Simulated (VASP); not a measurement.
Input of a VASP 6.6.1 run:

File INCAR:

```
ALGO = Normal
EDIFF = 1E-6
ENCUT = 520
GGA = RE
ISIF = 2
ISMEAR = -1
IVDW = 12
LASPH = True
LCHARG = False
LREAL = False
LWAVE = False
NBANDS = 12
NELM = 60
PREC = Accurate
SIGMA = 0.05
```

The input KPOINTS:

```
k-points
0
Gamma
  11 11 11
```

The input POSCAR:

```
Ta
1.0
   -1.6352890944      1.6352890944      1.6352890944
    1.6352890944     -1.6352890944      1.6352890944
    1.6352890944      1.6352890944     -1.6352890944
Ta
1
Direct
    0.0000000000      0.0000000000      0.0000000000
```

Potentials or basis: VASP PAW PBE potentials, release 64 (Ta_pv).

Run with:

```bash
$ cat potpaw_PBE.64/Ta_pv/POTCAR > POTCAR
$ mpirun -np 1 vasp_std > vasp.out
```

What does it give for the pressure?

0.3 GPa.

Predict the dispersion energy per atom.

-1.212 eV.

Caveat: the PAW data sets were made with another functional, which shifts forces and pressure a little; pairwise dispersion overbinds metals, which lowers pressure and volume.
